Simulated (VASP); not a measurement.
Input of a VASP 6.6.1 run:

The input INCAR:

```
  ALGO = Normal
  EDIFF = 1E-7
  EDIFFG = -0.01
  ENCUT = 520
  GGA = CA
  IBRION = 2
  ISIF = 2
  ISMEAR = -1
  LASPH = T
  LCHARG = F
  LREAL = F
  LWAVE = F
  NELM = 80
  NSW = 50
  PREC = Accurate
  SIGMA = 0.05
```

Contents of KPOINTS:

```
k-points
0
Gamma
  11 11 11
```

The input POSCAR:

```
ScAl
1.0
    2.5827302062      0.0000000000      0.0000000000
    0.0000000000      2.5827302062      0.0000000000
    0.0000000000      0.0000000000      2.5827302062
Sc Al
1 1
Direct
    0.5000000000      0.5000000000      0.5000000000
    0.0000000000      0.0000000000      0.0000000000
```

Potentials or basis: VASP PAW LDA potentials, release 64 (Sc_sv, Al).

Run with:

```console
$ cat potpaw_LDA.64/Sc_sv/POTCAR potpaw_LDA.64/Al/POTCAR > POTCAR
$ mpirun -np 1 vasp_std > vasp.out
```

(1) What does it give for the band gap on the k mesh?

## Answers

(1) zero (bands 7 and 8 overlap by 0.65 eV).

Caveat: the relaxation stopped at its first step, so nothing moved.
